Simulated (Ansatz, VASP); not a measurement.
## Two plane-wave programs on Nb

INCAR

```
PREC     = Accurate       # precision mode
ENCUT    = 520            # plane-wave cutoff, eV
EDIFF    = 1E-6           # SCF threshold, eV
ISMEAR   = -1             # smearing method
SIGMA    = 0.1            # smearing width, eV
LREAL    = F              # projectors in reciprocal space
LASPH    = T              # aspherical terms in the spheres
NELM     = 100            # most SCF steps
ALGO     = Normal         # electronic algorithm
ISIF     = 2              # what is computed and relaxed
LWAVE    = F              # write WAVECAR
LCHARG   = T              # write CHGCAR
GGA      = PS             # functional
LELF     = T              # ELF
LVHAR    = T            
NBANDS   = 20             # bands
```

KPOINTS

```
Automatic mesh
0
Gamma
  11 11 11
```

Contents of POSCAR:

```
Nb
1.0
    0.0000000000      3.0186541632      3.0186541632
    3.0186541632      0.0000000000      3.0186541632
    3.0186541632      3.0186541632      0.0000000000
Nb
2
Direct
    0.1250000000      0.1250000000      0.1250000000
    0.8750000000      0.8750000000      0.8750000000
```

Input for Ansatz:

```yaml
crystal:
  lattice:
    - [0.0, 3.0186541632, 3.0186541632]
    - [3.0186541632, 0.0, 3.0186541632]
    - [3.0186541632, 3.0186541632, 0.0]
  atoms:
    - { symbol: Nb, position: [0.125, 0.125, 0.125] }
    - { symbol: Nb, position: [0.875, 0.875, 0.875] }
hamiltonian:
  xc: pbesol
  pseudopotentials:
    kind: paw
    azcp:
      Nb: "pseudopotentials/Nb.paw.azcp"
basis:
  ecutwfc: 420
  fft_grid_basis: typed
kpoints:
  mp_grid: { grid: [11, 11, 11], shift: [0, 0, 0] }
magnetization:
  spin_polarized: false
scf:
  occupations: { method: fermi_dirac, width: 0.1 }
  lower_state_search: "off"
output:
  stress: true
  write_density: true
  write_potential: true
  elf: true
  volumetric_format: npy
```

Alike in both runs: task single point; functional PBEsol; k mesh 11 × 11 × 11; occupations fermi-dirac, width 0.1 eV; no spin polarisation.

|  | VASP | Ansatz |
| --- | --- | --- |
| version | VASP 6.6.1 | Ansatz 0.2.0 |
| potentials or method | VASP PAW PBE potentials, release 64 (Nb_sv), cutoff 520 eV | plane waves (420 eV) with PAW, scalar-relativistic |
| valence electrons in the cell | 26 | 26 |

|  | VASP | Ansatz | Ansatz less VASP |
| --- | --- | --- | --- |
| pressure (GPa) | -6.7 | -6.7 | 0.00 |

VASP's potentials were made for PBE, not for PBEsol, and Ansatz warns of the same on its side. The functional is the same, so the differences come from potentials, cutoffs and numerics.
